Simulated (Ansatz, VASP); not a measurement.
## Sc: VASP beside Ansatz

```
Sc
1.0
     3.32875    0.00000    0.00000
    -1.66438    2.88278    0.00000
     0.00000    0.00000    5.19039
Sc
2
Direct
  0.33333 0.66667 0.25000
  0.66667 0.33333 0.75000
```

Alike in both runs: task single point; functional r2SCAN; k mesh 18 × 18 × 10; occupations fermi-dirac, width 0.05 eV; no spin polarisation.

```csv
,VASP,Ansatz
version,VASP 6.6.1,Ansatz 0.2.0
potentials or method,"VASP PAW PBE potentials, release 64 (Sc_sv), cutoff 550 eV","all-electron PAW with datasets made for the crystal, scalar-relativistic"
```

Ansatz gave:

* pressure (GPa): 0.0

Q: Estimate VASP's values.

A: Pressure (GPa): 0.2.

VASP's potentials were made for PBE, not for r2SCAN. Ansatz ran all-electron here, and VASP with PAW potentials. Ansatz's warnings: printed levels off.
